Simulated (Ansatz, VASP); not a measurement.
# One calculation of F, two programs

```
F
1.0
     9.00000    0.00000    0.00000
     0.00000    9.50000    0.00000
     0.00000    0.00000   10.00000
F
2
Direct
  0.50000 0.50000 0.43009
  0.50000 0.50000 0.56991
```

Alike in both runs: functional PBEsol; k mesh 1 × 1 × 1; occupations gaussian, width 0.02 eV; no spin polarisation.

Ansatz relaxed the structure, and its values are those at the end. VASP's run is a single point on that final structure, the one shown.

```csv
,VASP,Ansatz
version,VASP 6.6.1,Ansatz 0.2.0
potentials or method,"VASP PAW PBE potentials, release 64 (F), cutoff 520 eV","plane waves, PAW"
valence electrons in the cell,14,14
```

```csv
,VASP,Ansatz,Ansatz less VASP
rms of the force components (eV/Å),0.251,0.000,-0.2512
```

VASP's potentials were made for PBE, not for PBEsol. One of these differences is far larger than is usual between the two programs; its cause wasn't traced. Ansatz's warnings: stress scf threshold loose.
